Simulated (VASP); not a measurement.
Ga: single point with PBE

Crystal: Ga.

```
Ga
1.0
     2.50340    0.00000    0.00000
     0.00000    2.50340    0.00000
     0.00000    0.00000    2.50340
Ga
1
Direct
  0.00000 0.00000 0.00000
```

This cell differs from its parent crystal: volume scaled by 0.78.

```json
{
 "Program": "VASP 6.6.1",
 "Task": "single point",
 "Functional": "PBE",
 "Potentials or basis": "VASP PAW PBE potentials, release 64 (Ga_d)",
 "Cutoff": "520 eV",
 "k mesh": "14 × 14 × 14",
 "Occupations": "fermi-dirac, width 0.05 eV",
 "Spin": "no spin polarisation"
}
```

* Pressure: 21.6 GPa

Levels at points of the mesh, in eV from the Fermi level:
```
           k point  band 2  band 3  band 4  band 5  band 6  band 7  band 8  band 9  band 10  band 11
(0.00, 0.00, 0.00)  -15.55  -14.65  -14.65  -14.65  -12.38   10.77   10.77   10.77    13.66    13.66
(0.50, 0.00, 0.00)  -15.07  -14.90  -14.90  -14.63   -6.54   -5.34   15.39   15.39    18.37    18.83
(0.50, 0.50, 0.00)  -15.24  -14.87  -14.87  -14.43   -1.00   -1.00   -0.50    4.26    20.45    23.26
(0.50, 0.50, 0.50)  -15.28  -15.28  -14.42  -14.42    3.26    3.26    3.26    7.20     9.04     9.04
```

Wall time 7 s on 1 thread of Intel(R) Xeon(R) 6975P-C (Granite Rapids) (shared host), peak memory 0.13 GiB.
